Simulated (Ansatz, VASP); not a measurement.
**Ti3As4: VASP beside Ansatz**

The input INCAR:

```
SYSTEM = Ti3As4
PREC = Accurate
ENCUT = 600
EDIFF = 1E-7
ISMEAR = 0
SIGMA = 0.1
LREAL = .FALSE.
LASPH = .TRUE.
NELM = 80
ALGO = Normal
ISIF = 3
LWAVE = .FALSE.
LCHARG = .FALSE.
GGA = PE
IBRION = 2
NSW = 90
EDIFFG = -0.04
```

KPOINTS

```
regular mesh
0
G
  4 4 2
  0 0 0
```

File POSCAR:

```
Ti3As4
1.0
    4.1184087500      0.0000000000      0.0000000000
    0.0000000000      4.1184087500      0.0000000000
    0.0000000000      0.0000000000     11.6486190300
Ti As
3 4
Direct
    0.0000000000      0.0000000000      0.7500000000
    0.5000000000      0.5000000000      0.5000000000
    0.0000000000      0.0000000000      0.2500000000
    0.5000000000      0.0000000000      0.6250000000
    0.0000000000      0.5000000000      0.3750000000
    0.5000000000      0.0000000000      0.1250000000
    0.0000000000      0.5000000000      0.8750000000
```

Input for Ansatz:

```yaml
crystal:
  lattice:
    - [4.11840875, 0.0, 0.0]
    - [0.0, 4.11840875, 0.0]
    - [0.0, 0.0, 11.64861903]
  atoms:
    - { symbol: Ti, position: [0.0, 0.0, 0.75] }
    - { symbol: Ti, position: [0.5, 0.5, 0.5] }
    - { symbol: Ti, position: [0.0, 0.0, 0.25] }
    - { symbol: As, position: [0.5, 0.0, 0.625] }
    - { symbol: As, position: [0.0, 0.5, 0.375] }
    - { symbol: As, position: [0.5, 0.0, 0.125] }
    - { symbol: As, position: [0.0, 0.5, 0.875] }
basis:
  ecutwfc: 420
kpoints:
  mp_grid: { grid: [4, 4, 2] }
hamiltonian:
  xc: pbe
scf:
  occupations: { method: gaussian, width: 0.1 }
  lower_state_search: "off"
output:
  forces: true
  stress: true
  eigenvalues: true
relax:
  adjacent_minimum: "off"
  f_tol: 0.04
  max_steps: 70
  cell: { stress_tol: 0.4 }
```

Change from the starting cell: ordered vacancies on the cation sites of zinc blende (P-4m2, No. 115).

Alike in both runs: task relaxation of cell and atoms; functional PBE; k mesh 4 × 4 × 2; occupations gaussian, width 0.1 eV; no spin polarisation.

|  | VASP | Ansatz |
| --- | --- | --- |
| version | VASP 6.6.1 | Ansatz 0.2.0 |
| potentials or method | VASP PAW PBE potentials, release 64 (Ti_sv, As), cutoff 600 eV | scalar-relativistic, plane waves, PAW |
| valence electrons in the cell | 56 | 96 |

|  | VASP | Ansatz | Ansatz less VASP |
| --- | --- | --- | --- |
| gap on the k mesh at the Fermi level, each at its own relaxed structure (eV) | none | none | - |
| relaxed volume (Å³/atom) | 25.55 | 22.33 | -3.225 |
| relaxed cell length with the largest relative difference (Å) | 12.696 | 9.551 | -3.1453 |

A gap of «none» marks a metal or a gap that the smearing closes. VASP's potentials hold 56 valence electrons a cell and Ansatz's 96, so a difference there can come from the potentials and not from the codes.

The k mesh is coarse, so the values compare programs but aren't converged.
